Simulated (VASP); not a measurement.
ZnSe:

```xyz
16
Lattice="0.0000 5.6676 5.6676 5.6676 0.0000 5.6676 5.6676 5.6676 0.0000" Properties=species:S:1:pos:R:3 pbc="T T T"
Zn    0.0000    0.0000    0.0000
Zn    2.8338    2.8338    0.0000
Zn    2.8338    0.0000    2.8338
Zn    5.6676    2.8338    2.8338
Zn    0.0000    2.8338    2.8338
Zn    2.8338    5.6676    2.8338
Zn    2.8338    2.8338    5.6676
Zn    5.6676    5.6676    5.6676
Se    1.4169    1.4169    1.4169
Se    4.2507    4.2507    1.4169
Se    4.2507    1.4169    4.2507
Se    7.0845    4.2507    4.2507
Se    1.4169    4.2507    4.2507
Se    4.2507    7.0845    4.2507
Se    4.2507    4.2507    7.0845
Se    7.0845    7.0845    7.0845
```

Base run:

- Program: VASP 6.6.1
- Functional: LDA
- Potentials or basis: VASP PAW LDA potentials, release 64 (Zn, Se)
- Cutoff: 400 eV
- k mesh: 4 × 4 × 4
- Occupations: gaussian, width 0.01 eV
- Spin: no spin polarisation

Its results: band gap on the k mesh 1.07 eV; pressure -3.3 GPa.

Task: The run is repeated on the same cell with these changes: functional from LDA to PBEsol; potentials or basis from VASP PAW LDA potentials, release 64 (Zn, Se) to VASP PAW PBE potentials, release 64 (Zn, Se). What comes out?

Result: Band gap on the k mesh 1.17 eV; pressure -1.1 GPa.

Caveats: the cell stands under tension (at least some runs); the PAW data sets were made with another functional, which shifts forces and pressure a little (at least some runs).

